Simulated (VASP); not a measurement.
Wanted: the native input for a VASP 6.6.1 run.

```yaml
Task: single point
Functional: PBE
Potentials_or_basis: VASP PAW PBE potentials, release 64 (Si, C)
Cutoff: 520 eV
k_mesh: 6 × 6 × 2
Occupations: gaussian, width 0.1 eV
Spin: collinear spin, ferromagnetic start
Starting_moments: "[0.0, 0.0, 0.0, 0.0, 1.0, 1.0] μB"
Dipole_correction: no
Further_INCAR_settings: ALGO = Normal; EDIFF = 1e-06; NBANDS = 25
```

The structure of Si2C lies in POSCAR:

```
Si2C
1.0
    2.8155951400      0.0000000000      0.0000000000
   -1.4077975700      2.4383769200      0.0000000000
    0.0000000000      0.0000000000     12.5864962000
Si C
4 2
Direct
    0.3333333300      0.6666666700      0.6666666700
    0.3333333300      0.6666666700      0.3333333300
    0.6666666700      0.3333333300      0.6666666700
    0.6666666700      0.3333333300      0.3333333300
    0.3333333300      0.6666666700      0.0000000000
    0.6666666700      0.3333333300      0.0000000000
```

One way to write it, as run:

INCAR

```
PREC = Accurate
ENCUT = 520
EDIFF = 1E-6
ISMEAR = 0
SIGMA = 0.1
LREAL = F
LASPH = T
NELM = 150
ALGO = Normal
ISIF = 2
LWAVE = F
LCHARG = F
ISPIN = 2
MAGMOM = 0 0 0 0 1 1
LORBIT = 11
GGA = PE
NBANDS = 25
```

KPOINTS

```
regular mesh
0
Gamma
  6 6 2
```

Potentials or basis: VASP PAW PBE potentials, release 64 (Si, C).

Launch:

```console
$ cat potpaw_PBE.64/Si/POTCAR potpaw_PBE.64/C/POTCAR > POTCAR
$ mpirun -np 1 vasp_std > vasp.out
```

It gave:

The pressure is 164.7 GPa, the largest force is 0.013 eV/Å and the band gap on the k mesh is zero (filled and empty bands overlap). The net moment is 0.00 μB per cell. The valence electrons inside the program's atomic spheres are Si 2.88; C 2.26.

Caveat: the k points lie up to 0.43 Å⁻¹ apart.

Run time: 70 s on 1 thread of Intel Xeon 6975P-C (shared host), peak memory 0.27 GiB.
